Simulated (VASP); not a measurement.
Write the native input for VASP 6.6.1 that does the following.

| Item | Value |
| --- | --- |
| Task | single point |
| Functional | PBEsol |
| Potentials or basis | VASP PAW PBE potentials, release 64 (Sr_sv, O) |
| Cutoff | 520 eV |
| k mesh | 8 × 8 × 8 |
| Occupations | gaussian, width 0.01 eV |
| Spin | no spin polarisation |
| Dipole correction | no |
| Further INCAR settings | ALGO = Normal; EDIFF = 1e-06; NBANDS = 15 |

The structure of SrO lies in POSCAR:

```
SrO
1.0
    2.6126727608      2.6126727608      0.0000000000
   -2.6126727608      2.6126727608      0.0000000000
    0.0000000000      2.6126727608      2.5349326046
Sr O
1 1
Direct
    0.5000000000      0.5000000000      0.0000000000
    0.0000000000      0.0000000000      0.0000000000
```

This cell differs from its parent crystal: in-plane strain +0.02, then relaxed in part.

These files were run (other wordings do the same):

INCAR

```
SYSTEM = SrO
PREC = Accurate ; ENCUT = 520
EDIFF = 1E-6 ; ISMEAR = 0
SIGMA = 0.01 ; LREAL = .False.
LASPH = .True. ; NELM = 80
ALGO = Normal ; ISIF = 2
LWAVE = .False. ; LCHARG = .True.
GGA = PS ; LELF = .True.
LVHAR = .True. ; NBANDS = 15
```

KPOINTS

```
Automatic mesh
0
Gamma
  8 8 8
  0 0 0
```

Potentials or basis: VASP PAW PBE potentials, release 64 (Sr_sv, O).

The run is started by

```sh
$ cat potpaw_PBE.64/Sr_sv/POTCAR potpaw_PBE.64/O/POTCAR > POTCAR
$ mpirun -np 1 vasp_std > vasp.out
```

It gave:

```yaml
Pressure: -1.8 GPa
Band_gap_on_the_k_mesh: 3.02 eV, indirect (least direct gap 3.22 eV)
```

Caveat: the cell differs from its parent crystal (in-plane strain +0.02, then relaxed in part); the PAW data sets were made with another functional, which shifts forces and pressure a little.

It took 13 s on 1 thread of AMD EPYC 9R45 96-Core Processor (Zen 5), with other jobs on the host, peak memory 0.15 GiB.
